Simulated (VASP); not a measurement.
# PbSe: single point with PBEsol

Crystal: PbSe.

```
Pb Se
1.0
     3.78432    0.00000    0.00000
     0.00000    3.78432    0.00000
     0.00000    0.00000    3.78432
Pb Se
1 1
Direct
  0.00000 0.00000 0.00000
  0.50000 0.50000 0.50000
```

| Property | Result |
| --- | --- |
| Program | VASP 6.6.1 |
| Task | single point |
| Functional | PBEsol |
| Potentials or basis | VASP PAW PBE potentials, release 64 (Pb_d, Se) |
| Cutoff | 500 eV |
| k mesh | 5 × 5 × 5 |
| Occupations | gaussian, width 0.01 eV |
| Spin | no spin polarisation |
| Dipole correction | no |
| Further INCAR settings | ALGO = Normal; EDIFF = 1e-06; NBANDS = 17 |

* Pressure: -2.7 GPa
* Band gap on the k mesh: 0.15 eV, indirect (least direct gap 1.33 eV)

Levels at points of the mesh, in eV from the valence-band top:
```
           k point  band 8  band 9  band 10  band 11  band 12  band 13
(0.00, 0.00, 0.00)   -1.45   -1.45    -1.45     5.06     5.06     6.04
```

Run time: 21 s on 1 thread of AMD EPYC 7R13, with other jobs on the host, peak memory 0.13 GiB.

Caveat: the PAW data sets were made with another functional, which shifts forces and pressure a little; spin-orbit coupling is left out, which moves the levels of the heavy elements. A k mesh can miss the band edges.
